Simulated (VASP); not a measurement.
# TlCl (Pm-3m) in VASP: notebook, part 2 of 2

VASP 6.6.1. Earlier steps stand in the parts before.

### 4 Single point, PBE

INCAR reads:

```
SYSTEM = TlCl
PREC = Accurate
ENCUT = 500
EDIFF = 1E-6
ISMEAR = 1
SIGMA = 0.2
LREAL = .FALSE.
LASPH = .TRUE.
NELM = 120
ALGO = Normal
ISIF = 2
LWAVE = .FALSE.
LCHARG = .FALSE.
GGA = PE
NBANDS = 17
GGA_COMPAT = .FALSE.
```

KPOINTS reads:

```
regular mesh
0
G
  4 4 4
  0 0 0
```

POSCAR reads:

```
TlCl
1.0
    3.7936346873      0.0000000000      0.0000000000
    0.0000000000      3.7936346873      0.0000000000
    0.0000000000      0.0000000000      3.7936346873
Tl Cl
1 1
Direct
    0.0000000000      0.0000000000      0.0000000000
    0.5000000000      0.5000000000      0.5000000000
```

On the command line:

```bash
$ cat potpaw_PBE.64/Tl_d/POTCAR potpaw_PBE.64/Cl/POTCAR > POTCAR
$ mpirun -np 1 vasp_std > vasp.out
```

Run time: 5.9 s. Hardware: 1 thread of Intel Xeon 6975P-C (Granite Rapids), shared host; peak memory 0.15 GiB.

It converged, with:

```yaml
Free_energy: -5.9764 eV
Pressure: 2.3 GPa
Band_gap_on_the_k_mesh: 1.99 eV, direct
```

Levels at points of the mesh, in eV from the valence-band top:
| k point | band 8 | band 9 | band 10 | band 11 | band 12 | band 13 |
| --- | --- | --- | --- | --- | --- | --- |
| (0.00, 0.00, 0.00) | -1.68 | -1.68 | -1.68 | 7.75 | 7.75 | 7.93 |
| (0.50, 0.00, 0.00) | -1.22 | -1.22 | 0.00 | 1.99 | 6.56 | 6.56 |
| (0.50, 0.50, 0.00) | -3.22 | -3.22 | -1.18 | 4.91 | 4.91 | 8.42 |
| (0.50, 0.50, 0.50) | -2.18 | -2.18 | -2.14 | 2.41 | 2.41 | 2.41 |

Caveat: spin-orbit coupling is left out, which moves the levels of the heavy elements.

### 5 Single point, PBE+D3(BJ)

INCAR reads:

```
PREC     = Accurate       # precision mode
ENCUT    = 500            # plane-wave cutoff, eV
EDIFF    = 1E-6           # SCF threshold, eV
ISMEAR   = 0              # smearing method
SIGMA    = 0.01           # smearing width, eV
LREAL    = False          # projectors in reciprocal space
LASPH    = True           # aspherical terms in the spheres
NELM     = 120            # most SCF steps
ALGO     = Normal         # electronic algorithm
ISIF     = 2              # what is computed and relaxed
LWAVE    = False          # write WAVECAR
LCHARG   = False          # write CHGCAR
GGA      = PE             # functional
IVDW     = 12             # dispersion correction
NBANDS   = 17             # bands
GGA_COMPAT= False
```

KPOINTS reads:

```
regular mesh
0
Gamma
  4 4 4
```

POSCAR is that of step 4.

On the command line:

```bash
$ cat potpaw_PBE.64/Tl_d/POTCAR potpaw_PBE.64/Cl/POTCAR > POTCAR
$ mpirun -np 1 vasp_std > vasp.out
```

Run time: 4.6 s. Hardware: 1 thread of Intel Xeon 6975P-C (Granite Rapids), shared host; peak memory 0.16 GiB.

It converged, with:

| Item | Value |
| --- | --- |
| Free energy | -6.5007 eV |
| Pressure | 0.9 GPa |
| Band gap on the k mesh | 1.99 eV, direct |
| Dispersion energy per atom | -0.262 eV |

Levels at points of the mesh, in eV from the valence-band top:
```tsv
k point	band 7	band 8	band 9	band 10	band 11	band 12	band 13	band 14
(0.00, 0.00, 0.00)	-4.65	-1.68	-1.68	-1.68	7.75	7.75	7.93	7.93
(0.50, 0.00, 0.00)	-5.65	-1.22	-1.22	0.00	1.99	6.56	6.56	8.66
(0.50, 0.50, 0.00)	-3.43	-3.22	-3.22	-1.18	4.91	4.91	8.42	8.60
(0.50, 0.50, 0.50)	-2.18	-2.18	-2.18	-2.14	2.41	2.41	2.41	13.02
```

Caveat: spin-orbit coupling is left out, which moves the levels of the heavy elements.

### 6 Single point, PBE

INCAR reads:

```
SYSTEM = TlCl
PREC = Accurate ; ENCUT = 500
EDIFF = 1E-6 ; ISMEAR = 0
SIGMA = 0.01 ; LREAL = .False.
LASPH = .True. ; NELM = 120
ALGO = Normal ; ISIF = 2
LWAVE = .False. ; LCHARG = .False.
GGA = PE ; NBANDS = 17
GGA_COMPAT = .False.
```

KPOINTS reads:

```
Automatic mesh
0
Gamma
  4 4 4
  0 0 0
```

POSCAR is that of step 5.

Potentials or basis: VASP PAW PBE potentials, release 64 (Tl_d, Cl).

On the command line:

```bash
$ cat potpaw_PBE.64/Tl_d/POTCAR potpaw_PBE.64/Cl/POTCAR > POTCAR
$ mpirun -np 1 vasp_std > vasp.out
```

Run time: 4.9 s. Hardware: 1 thread of Intel Xeon 6975P-C (Granite Rapids), shared host; peak memory 0.15 GiB.

The run converged. Its results:

```
Free energy            : -5.9769 eV
Pressure               : 2.3 GPa
Band gap on the k mesh : 1.99 eV, direct
```

Levels at points of the mesh, in eV from the valence-band top:
```tsv
k point	band 8	band 9	band 10	band 11	band 12	band 13
(0.00, 0.00, 0.00)	-1.68	-1.68	-1.68	7.75	7.75	7.93
(0.50, 0.00, 0.00)	-1.22	-1.22	0.00	1.99	6.56	6.56
(0.50, 0.50, 0.00)	-3.22	-3.22	-1.18	4.91	4.91	8.42
(0.50, 0.50, 0.50)	-2.18	-2.18	-2.14	2.41	2.41	2.41
```

Caveat: spin-orbit coupling is left out, which moves the levels of the heavy elements. A k mesh can miss the band edges.

### 7 Single point, HSE06

POSCAR is that of step 6.

INCAR.step1 reads:

```
PREC = Accurate
ENCUT = 400
EDIFF = 1E-5
ISMEAR = 0
SIGMA = 0.01
LREAL = F
LASPH = T
NELM = 120
ALGO = Normal
ISIF = 2
LWAVE = T
LCHARG = F
GGA = PE
NBANDS = 17
GGA_COMPAT = F
```

INCAR.step2 reads:

```
PREC = Accurate
ENCUT = 400
EDIFF = 1E-6
ISMEAR = 0
SIGMA = 0.01
LREAL = F
LASPH = T
NELM = 120
ALGO = Normal
ISIF = 2
LWAVE = F
LCHARG = F
GGA = PE
LHFCALC = T
HFSCREEN = 0.2079
PRECFOCK = Normal
ISTART = 1
NBANDS = 17
GGA_COMPAT = F
```

KPOINTS reads:

```
Automatic mesh
0
Gamma
  2 2 2
```

On the command line:

```bash
$ cat potpaw_PBE.64/Tl_d/POTCAR potpaw_PBE.64/Cl/POTCAR > POTCAR
$ cp INCAR.step1 INCAR
$ mpirun -np 1 vasp_std > vasp.out
$ cp INCAR.step2 INCAR
$ mpirun -np 1 vasp_std > vasp.out
```

Run time: 27 s. Hardware: 1 thread of Intel Xeon 6975P-C (Granite Rapids), shared host; peak memory 0.25 GiB.

Results (log left out):

```yaml
Free_energy: -6.8739 eV
Pressure: 4.7 GPa
Band_gap_on_the_k_mesh: 2.80 eV, direct
```

Levels at points of the mesh, in eV from the valence-band top:
| k point | band 6 | band 7 | band 8 | band 9 | band 10 | band 11 | band 12 | band 13 | band 14 | band 15 |
| --- | --- | --- | --- | --- | --- | --- | --- | --- | --- | --- |
| (0.00, 0.00, 0.00) | -11.09 | -4.83 | -2.03 | -2.03 | -2.03 | 8.71 | 8.71 | 9.06 | 9.06 | 9.06 |
| (0.50, 0.00, 0.00) | -11.08 | -6.17 | -1.54 | -1.54 | 0.00 | 2.80 | 7.55 | 7.55 | 9.69 | 12.60 |
| (0.50, 0.50, 0.00) | -11.02 | -3.62 | -3.62 | -3.58 | -1.49 | 5.86 | 5.86 | 9.44 | 9.73 | 12.55 |
| (0.50, 0.50, 0.50) | -11.01 | -2.57 | -2.57 | -2.57 | -2.18 | 3.17 | 3.17 | 3.17 | 14.30 | 14.30 |

Caveat: the k points lie up to 0.83 Å⁻¹ apart; the PAW data sets were made with another functional, which shifts forces and pressure a little; spin-orbit coupling is left out, which moves the levels of the heavy elements.

### 8 Summary

| level | k mesh | cutoff (eV) | smearing | grid for exact exchange (PRECFOCK) | screening parameter | gap on the mesh (eV) | pressure (GPa) |
| --- | --- | --- | --- | --- | --- | --- | --- |
| PBE | 3 × 3 × 3 | 500 | gaussian 0.01 eV | - | - | 4.02 | 2.0 |
| PBE | 4 × 4 × 4 | 500 | gaussian 0.01 eV | - | - | 1.99 | 2.3 |
| PBE | 4 × 4 × 4 | 500 | methfessel-paxton 0.2 eV | - | - | 1.99 | 2.3 |
| PBE+D3(BJ) | 4 × 4 × 4 | 500 | gaussian 0.01 eV | - | - | 1.99 | 0.9 |
| HSE06 | 2 × 2 × 2 | 400 | gaussian 0.01 eV | Normal | 0.2079 1/Å | 2.80 | 4.7 |

Alike in all rows: task single point; potentials or basis VASP PAW PBE potentials, release 64 (Tl_d, Cl); no spin polarisation; cell as given.

Caveats: some runs use coarse meshes; spin-orbit coupling is left out, which moves the levels of the heavy elements; the PAW data sets were made with another functional, which shifts forces and pressure a little (some runs).

Absolute energies hang on the potentials; compare differences alone.
